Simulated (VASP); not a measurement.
# MoS2 (Cm) in VASP: further runs

MoS2 is run at these levels: PBE+D3(BJ); tasks: single point.

All numbers are computed with VASP 6.6.1; they aren't measurements. Logs are shortened: lines on timing, memory, paths and dates and some standing lists are left out, and cuts for length are marked.

## Step 1: The cell of the first run

Symmetry: Cm, No. 8, monoclinic system. Conventional cell: a = 10.911 Å, b = 6.299 Å, c = 6.648 Å, α = 90.00°, β = 90.00°, γ = 90.00°. Mo (site symmetry m) has 6 S at 2.24 to 2.52 Å and 6 Mo at 3.05 to 3.26 Å within 3.3 Å. Within 3.2 Å of Mo (site symmetry m) lie 6 S at 2.40 Å and 6 Mo at 3.15 Å. Within 3.3 Å of Mo (site symmetry 1) lie 6 S at 2.40 Å and 6 Mo at 3.05 to 3.26 Å. S (site symmetry m) has 3 Mo at 2.24 to 2.40 Å within 3.0 Å. S (site symmetry m) has 3 Mo at 2.40 Å and 7 S at 3.13 to 3.15 Å within 3.2 Å. Within 3.2 Å of S (site symmetry 1) lie 3 Mo at 2.38 to 2.40 Å and 7 S at 3.13 to 3.15 Å. Within 3.2 Å of S (site symmetry m) lie 3 Mo at 2.38 to 2.40 Å and 7 S at 3.13 to 3.15 Å. S (site symmetry m) has 3 Mo at 2.40 Å and 7 S at 3.13 to 3.15 Å within 3.2 Å.

## Step 2: Single point, PBE+D3(BJ) (atom 1 (Mo) moved +0.160 Å towards its neighbour atom 5 (S) at 2.400 Å)

The input, INCAR:

```
SYSTEM = MoS2
PREC = Accurate ; ENCUT = 520
EDIFF = 1E-6 ; ISMEAR = 0
SIGMA = 0.05 ; LREAL = .FALSE.
LASPH = .TRUE. ; NELM = 60
ALGO = Normal ; ISIF = 2
LWAVE = .FALSE. ; LCHARG = .FALSE.
GGA = PE ; IVDW = 12
NBANDS = 64
```

The input, KPOINTS:

```
Automatic mesh
0
G
  6 6 4
  0 0 0
```

The input, POSCAR:

```
MoS2
1.0
    6.2994479940      0.0000000001      0.0000000000
   -3.1497239971      5.4554819926      0.0000000000
    0.0000000000      0.0000000000      6.6475426602
Mo S
4 8
Direct
    0.4777801361      0.4888900680      0.0157096151
    0.5000000000      0.0000000000      0.0000000000
    0.0000000000      0.5000000000      0.0000000000
    0.0000000000      0.0000000000      0.0000000000
    0.1666666667      0.3333333333      0.2356692374
    0.1666666667      0.8333333333      0.2356692374
    0.6666666667      0.3333333333      0.2356692374
    0.6666666667      0.8333333333      0.2356692374
    0.1666666667      0.3333333333      0.7643307626
    0.1666666667      0.8333333333      0.7643307626
    0.6666666667      0.3333333333      0.7643307626
    0.6666666667      0.8333333333      0.7643307626
```

Potentials or basis: VASP PAW PBE potentials, release 64 (Mo_sv, S).

The run is started by

```console
$ cat potpaw_PBE.64/Mo_sv/POTCAR potpaw_PBE.64/S/POTCAR > POTCAR
$ mpirun -np 1 vasp_std > vasp.out
```

OUTCAR:

```text
SYSTEM = MoS2
   PREC = Accurate
   ENCUT = 520
   EDIFF = 1E-6
   ISMEAR = 0
   LREAL = .FALSE.
   LASPH = .TRUE.
   NELM = 60
   ISIF = 2
   GGA = PE
   IVDW = 12
 IVDW          = 12

 ion  position               nearest neighbor table
   1  0.478  0.489  0.016-   5 2.24   9 2.38   7 2.38   8 2.38  11 2.52  12 2.52   4 3.05   3 3.05
                             2 3.15   2 3.15   3 3.26   4 3.26
   2  0.500  0.000  0.000-   6 2.40  10 2.40   7 2.40  11 2.40   8 2.40  12 2.40   4 3.15   4 3.15
                             3 3.15   3 3.15   1 3.15   1 3.15
   3  0.000  0.500  0.000-   7 2.40  11 2.40  10 2.40   6 2.40   5 2.40   9 2.40   1 3.05   2 3.15
                             2 3.15   4 3.15   4 3.15   1 3.26
   4  0.000  0.000  0.000-   8 2.40  12 2.40   9 2.40   5 2.40  10 2.40   6 2.40   1 3.05   2 3.15
                             2 3.15   3 3.15   3 3.15   1 3.26
   5  0.167  0.333  0.236-   1 2.24   4 2.40   3 2.40
   6  0.167  0.833  0.236-   2 2.40   3 2.40   4 2.40
   7  0.667  0.333  0.236-   1 2.38   3 2.40   2 2.40
   8  0.667  0.833  0.236-   1 2.38   4 2.40   2 2.40
   9  0.167  0.333  0.764-   1 2.38   4 2.40   3 2.40
  10  0.167  0.833  0.764-   2 2.40   3 2.40   4 2.40
  11  0.667  0.333  0.764-   3 2.40   2 2.40   1 2.52
  12  0.667  0.833  0.764-   4 2.40   2 2.40   1 2.52

  LATTYP: Found a hexagonal cell.
 ALAT       =     6.2994479940
 C/A-ratio  =     1.0552579633

  Lattice vectors:

 A1 = (   6.2994479940,   0.0000000001,   0.0000000000)
 A2 = (  -3.1497239971,   5.4554819926,   0.0000000000)
 A3 = (   0.0000000000,   0.0000000000,   6.6475426602)

Analysis of symmetry for initial positions (statically):
=====================================================================
 Subroutine PRICEL returns:
 Original cell was already a primitive cell.

 Routine SETGRP: Setting up the symmetry group for a
 hexagonal supercell.

 Subroutine GETGRP returns: Found  2 space group operations
 (whereof  1 operations were pure point group operations)
 out of a pool of 24 trial point group operations.

The static configuration has the point symmetry C_1 .
 The point group associated with its full space group is C_1h.

Analysis of symmetry for dynamics (positions and initial velocities):
=====================================================================
 Subroutine PRICEL returns:
 Original cell was already a primitive cell.

 Routine SETGRP: Setting up the symmetry group for a
 hexagonal supercell.

 Subroutine GETGRP returns: Found  2 space group operations
[... 137 lines left out ...]
   EMIN   =  10.00;   EMAX   =-10.00  energy-range for DOS
   EFERMI =   0.00;   METHOD = LEGACY
   ISMEAR =     0;   SIGMA  =   0.05  broadening in eV -4-tet -1-fermi 0-gaus
   EFERMI_NEDOS =   21; number of points for ismear=-14 and -15
   IALGO  =     38    algorithm
   IMIX   =      4    mixing-type and parameters
     AMIX     =   0.40;   BMIX     =  1.00
     AMIX_MAG =   1.60;   BMIX_MAG =  1.00
  volume/ion in A,a.u.               =      19.04       128.47
  Fermi-wavevector in a.u.,A,eV,Ry     =   1.259371  2.379866 21.579049  1.586015
  Thomas-Fermi vector in A             =   2.392934
   LORBIT       =      0    0 simple, 1 ext, 2 COOP (PROOUT), +10 PAW based schemes
   GGA     = PE    functional components
   LHFCALC =     F    Hartree Fock is set to
   AEXX    =    0.0000 exact exchange contribution
   IVDW    =    12    specifies the selected vdW correction
   LEPSILON=     F    determine dielectric tensor
   LRPA    =     F    only Hartree local field effects (RPA)
 non-spin polarized calculation
 Gauss-broadening in eV      SIGMA  =   0.05
  energy-cutoff  :      520.00
  volume of cell :      228.45
 maximum number of plane-waves:      6192
   NGX = 23   NGY = 23   NGZ = 25

 number of electron     103.9999999 magnetization

 Free energy of the ion-electron system (eV)
  ---------------------------------------------------
  ext. energy  EPLUGINS =         0.00000000
  ---------------------------------------------------
  free energy    TOTEN  =       -86.84889870 eV

  energy without entropy =      -86.84889870  energy(sigma->0) =      -86.84889870

 E-fermi :   6.7011     XC(G=0): -10.2996

 val. band max:        6.4995703221   @ k =   0.0000   0.0000   0.5000
 cond. band min:       7.4866654586   @ k =   0.3333   0.3333   0.0000
 fundamental gap:      0.9870951365
 Fermi energy:         6.7010677996

 k-point     1 :       0.0000    0.0000    0.0000
  band No.  band energies     occupation
      1     -54.7736      2.00000
      2     -54.7378      2.00000
      3     -54.7245      2.00000
      4     -54.7183      2.00000
      5     -29.1431      2.00000
      6     -29.1003      2.00000
[... 1597 lines left out ...]
     63       9.2388      0.00000
     64       9.2931      0.00000

 [... further k-points ...]

------------------------ aborting loop because EDIFF is reached ----------------------------------------

 Edisp (eV)   -4.77057

 E8    (eV) :    -1.9269

  FORCE on cell =-STRESS in cart. coord.  units (eV):
  Direction    XX          YY          ZZ          XY          YZ          ZX
  --------------------------------------------------------------------------------------
  -------------------------------------------------------------------------------------
  Total       1.12299     0.14520     0.57194     0.84679    -0.36191    -0.62685
  in kB       7.87572     1.01832     4.01110     5.93869    -2.53815    -4.39621
  external pressure =        4.30 kB  Pullay stress =        0.00 kB

 VOLUME and BASIS-vectors are now :
 -----------------------------------------------------------------------------
  energy-cutoff  :      520.00
  volume of cell :      228.45
      direct lattice vectors                 reciprocal lattice vectors
     6.299447994  0.000000000  0.000000000     0.158744068  0.091650930  0.000000000
    -3.149723997  5.455481993  0.000000000    -0.000000000  0.183301861  0.000000000
     0.000000000  0.000000000  6.647542660     0.000000000  0.000000000  0.150431528

 POSITION                                       TOTAL-FORCE (eV/Angst)
 -----------------------------------------------------------------------------------
      1.46988      2.66713      0.10443         2.854078      1.647803     -2.847208
      3.14972      0.00000      0.00000        -0.068719     -0.039675     -0.102719
     -1.57486      2.72774      0.00000        -0.308109     -0.047767     -0.148031
      0.00000      0.00000      0.00000        -0.195422     -0.242947     -0.148031
      0.00000      1.81849      1.56662        -1.259730     -0.727306      1.286719
     -1.57486      4.54623      1.56662         0.026151      0.015098      0.067248
      3.14972      1.81849      1.56662        -0.033545     -0.174123      0.297646
      1.57486      4.54623      1.56662        -0.167567      0.058011      0.297646
      0.00000      1.81849      5.08092        -0.215032     -0.124149      0.083776
     -1.57486      4.54623      5.08092         0.051152      0.029533      0.079652
      3.14972      1.81849      5.08092        -0.528399      0.126256      0.566651
      1.57486      4.54623      5.08092        -0.154858     -0.520735      0.566651
 -----------------------------------------------------------------------------------
    total drift:                                0.000041      0.000026      0.000020

  FREE ENERGIE OF THE ION-ELECTRON SYSTEM (eV)
  ---------------------------------------------------
  free  energy   TOTEN  =       -91.6194644241 eV

  energy  without entropy=      -91.6194644241  energy(sigma->0) =      -91.61946442
```

OSZICAR:

```text
N       E                     dE             d eps       ncg     rms          rms(c)
DAV:   1     0.958252484517E+03    0.95825E+03   -0.56476E+04  6480   0.153E+03
DAV:   2    -0.304772392681E+02   -0.98873E+03   -0.96216E+03  7240   0.401E+02
DAV:   3    -0.907729942192E+02   -0.60296E+02   -0.59320E+02  7472   0.881E+01
DAV:   4    -0.926293614466E+02   -0.18564E+01   -0.18424E+01  7576   0.147E+01
DAV:   5    -0.926835551665E+02   -0.54194E-01   -0.54129E-01  7312   0.252E+00    0.495E+01
DAV:   6    -0.883421647693E+02    0.43414E+01   -0.35846E+01  6632   0.244E+01    0.189E+01
DAV:   7    -0.872364423432E+02    0.11057E+01   -0.12358E+01  6712   0.141E+01    0.116E+01
DAV:   8    -0.868478334832E+02    0.38861E+00   -0.15253E+00  7064   0.548E+00    0.399E+00
DAV:   9    -0.868588692257E+02   -0.11036E-01   -0.30795E-01  7896   0.209E+00    0.168E+00
DAV:  10    -0.868529574486E+02    0.59118E-02   -0.81755E-02  7104   0.150E+00    0.978E-01
DAV:  11    -0.868488875144E+02    0.40699E-02   -0.37333E-02  7288   0.910E-01    0.266E-01
DAV:  12    -0.868487559270E+02    0.13159E-03   -0.28820E-03  7704   0.259E-01    0.123E-01
DAV:  13    -0.868487931546E+02   -0.37228E-04   -0.65078E-04  7888   0.127E-01    0.582E-02
DAV:  14    -0.868488225523E+02   -0.29398E-04   -0.14848E-04  7656   0.725E-02    0.380E-02
DAV:  15    -0.868488871843E+02   -0.64632E-04   -0.11058E-04  6712   0.447E-02    0.124E-02
DAV:  16    -0.868488966692E+02   -0.94849E-05   -0.11170E-05  6712   0.119E-02    0.630E-03
DAV:  17    -0.868488985437E+02   -0.18746E-05   -0.11780E-06  5120   0.454E-03    0.319E-03
DAV:  18    -0.868488986978E+02   -0.15403E-06   -0.88303E-07  4840   0.340E-03
   1 F= -.91619464E+02 E0= -.91619464E+02  d E =-.173331E-10
```

It took 17 min on 1 thread of Oxide Virtual Turin-like, shared host; peak memory 0.62 GiB.

What came out:

```yaml
Free_energy: -91.6195 eV
Pressure: 0.4 GPa
Largest_force: 4.355 eV/Å
Band_gap_on_the_k_mesh: 0.99 eV (least direct gap 1.42 eV)
Dispersion_energy_per_atom: -0.398 eV
```

Forces on the atoms (eV/Å):
```
Mo   2.854  1.648 -2.847
Mo  -0.069 -0.040 -0.103
Mo  -0.308 -0.048 -0.148
Mo  -0.195 -0.243 -0.148
S   -1.260 -0.727  1.287
S    0.026  0.015  0.067
S   -0.034 -0.174  0.298
S   -0.168  0.058  0.298
S   -0.215 -0.124  0.084
S    0.051  0.030  0.080
S   -0.528  0.126  0.567
S   -0.155 -0.521  0.567
```

Caveat: the cell differs from its parent crystal (atom 1 (Mo) moved +0.160 Å towards its neighbour atom 5 (S) at 2.400 Å); forces of over 1 eV/Å act on the atoms, so gaps and moduli don't describe the material at rest. A k mesh can miss the band edges.

## Step 3: Single point, PBE+D3(BJ) (atom 1 (Mo) moved +0.200 Å towards its neighbour atom 5 (S) at 2.400 Å)

The input, INCAR:

```
SYSTEM = MoS2
  PREC = Accurate
  ENCUT = 520
  EDIFF = 1E-6
  ISMEAR = 0
  SIGMA = 0.05
  LREAL = .FALSE.
  LASPH = .TRUE.
  NELM = 100
  ALGO = Normal
  ISIF = 2
  LWAVE = .FALSE.
  LCHARG = .TRUE.
  GGA = PE
  IVDW = 12
  LELF = .TRUE.
  LVHAR = .TRUE.
  NBANDS = 64
```

The input, KPOINTS:

```
regular mesh
0
G
  6 6 4
  0 0 0
```

Edit POSCAR of step 2 so:

```diff
@@ -8,3 +8,3 @@
 Direct
-    0.4777801361      0.4888900680      0.0157096151
+    0.4722251701      0.4861125851      0.0196370189
     0.5000000000      0.0000000000      0.0000000000
```

Potentials or basis: VASP PAW PBE potentials, release 64 (Mo_sv, S).

The run is started by

```console
$ cat potpaw_PBE.64/Mo_sv/POTCAR potpaw_PBE.64/S/POTCAR > POTCAR
$ mpirun -np 1 vasp_std > vasp.out
```

Wall time 15 min (1 thread of Oxide Virtual Turin-like, shared host); peak memory 0.61 GiB.

It converged, with:

```
Free energy                : -91.4218 eV
Pressure                   : 0.8 GPa
Largest force              : 5.541 eV/Å
Band gap on the k mesh     : 0.90 eV (least direct gap 1.32 eV)
Dispersion energy per atom : -0.398 eV
```

Forces on the atoms (eV/Å):
```
Mo   3.644  2.104 -3.604
Mo  -0.089 -0.051 -0.120
Mo  -0.390 -0.061 -0.190
Mo  -0.248 -0.307 -0.190
S   -1.716 -0.991  1.756
S    0.029  0.017  0.087
S   -0.040 -0.216  0.376
S   -0.207  0.073  0.376
S   -0.257 -0.149  0.101
S    0.067  0.039  0.095
S   -0.610  0.139  0.657
S   -0.184 -0.598  0.657
```

Stress tensor (GPa, compression positive):
```
 1.23  0.81 -0.72
 0.81  0.30 -0.41
-0.72 -0.41  0.73
```

Levels at points of the mesh, in eV from the valence-band top:
```csv
k point,band 48,band 49,band 50,band 51,band 52,band 53,band 54,band 55,band 56,band 57
"(0.00, 0.00, 0.00)",-1.36,-1.33,-1.19,-1.16,-0.82,1.69,1.74,1.92,2.20,2.25
"(0.50, 0.00, 0.00)",-1.42,-1.39,-1.23,-1.16,-0.71,1.03,1.48,1.59,1.66,1.84
"(0.00, 0.50, 0.00)",-1.38,-1.36,-1.18,-1.05,-0.81,1.17,1.40,1.48,1.65,1.85
"(0.00, 0.00, 0.50)",-1.27,-0.93,-0.84,-0.77,0.00,1.70,1.71,1.93,2.24,2.32
"(0.50, 0.00, 0.50)",-1.99,-1.23,-1.10,-1.10,-0.64,1.62,1.86,1.98,2.03,2.16
"(0.00, 0.50, 0.50)",-2.07,-1.16,-1.05,-0.93,-0.71,1.60,1.86,1.90,2.03,2.10
```

Caveat: the cell differs from its parent crystal (atom 1 (Mo) moved +0.200 Å towards its neighbour atom 5 (S) at 2.400 Å); forces of over 1 eV/Å act on the atoms, so gaps and moduli don't describe the material at rest. A k mesh can miss the band edges.
